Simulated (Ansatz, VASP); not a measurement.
C: VASP beside Ansatz

The input POSCAR:

```
C
1.0
    2.4559134450      0.0000000000      0.0000000000
   -1.2279567225      2.1268834329      0.0000000000
    0.0000000000      0.0000000000      7.0106290262
C
4
Direct
    1.0000000000      1.0000000000      0.2500000000
    0.0000000000      0.0000000000      0.7500000000
    0.3333333333      0.6666666667      0.2500000000
    0.6666666667      0.3333333333      0.7500000000
```

INCAR.step1

```
SYSTEM = C
  PREC = Accurate
  ENCUT = 520
  ISMEAR = -1
  SIGMA = 0.1
  LREAL = .FALSE.
  LASPH = .TRUE.
  NELM = 80
  NBANDS = 16
  GGA = PE
  ALGO = Normal
  EDIFF = 1E-4
  LWAVE = .TRUE.
  LCHARG = .FALSE.
```

INCAR.step2

```
SYSTEM = C
  PREC = Accurate
  ENCUT = 520
  EDIFF = 1E-6
  ISMEAR = -1
  SIGMA = 0.1
  LREAL = .FALSE.
  LASPH = .TRUE.
  NELM = 80
  ALGO = Normal
  ISIF = 2
  LWAVE = .FALSE.
  LCHARG = .FALSE.
  METAGGA = R2SCAN
  LMIXTAU = .TRUE.
  NBANDS = 16
  ISTART = 1
```

KPOINTS

```
Automatic mesh
0
G
  15 15 5
  0 0 0
```

Input for Ansatz:

```yaml
crystal:
  lattice:
    - [2.455913445, 0.0, 0.0]
    - [-1.2279567225, 2.1268834329, 0.0]
    - [0.0, 0.0, 7.0106290262]
  atoms:
    - { symbol: C, position: [1.0, 1.0, 0.25] }
    - { symbol: C, position: [0.0, 0.0, 0.75] }
    - { symbol: C, position: [0.3333333333, 0.6666666667, 0.25] }
    - { symbol: C, position: [0.6666666667, 0.3333333333, 0.75] }
hamiltonian:
  xc: r2scan
  pseudopotentials:
    kind: paw
    azcp:
      C: "pseudopotentials/C.paw.azcp"
basis:
  ecutwfc: 500
  fft_grid_basis: typed
kpoints:
  mp_grid: { grid: [15, 15, 5], shift: [0, 0, 0] }
magnetization:
  spin_polarized: false
scf:
  occupations: { method: fermi_dirac, width: 0.1 }
  lower_state_search: "off"
output:
  stress: true
  write_density: true
  write_potential: true
  elf: true
  volumetric_format: npy
```

Alike in both runs: task single point; functional r2SCAN; k mesh 15 × 15 × 5; occupations fermi-dirac, width 0.1 eV; no spin polarisation.

|  | VASP | Ansatz |
| --- | --- | --- |
| version | VASP 6.6.1 | Ansatz 0.2.0 |
| potentials or method | VASP PAW PBE potentials, release 64 (C), cutoff 520 eV | plane waves (500 eV) with PAW, scalar-relativistic |
| valence electrons in the cell | 16 | 16 |

|  | VASP | Ansatz | Ansatz less VASP |
| --- | --- | --- | --- |
| pressure (GPa) | 0.7 | 0.0 | -0.64 |
| traceless stress, the component that is largest in VASP (GPa) | -0.68 | 0.08 | +0.755 |

VASP's potentials were made for PBE, not for r2SCAN.
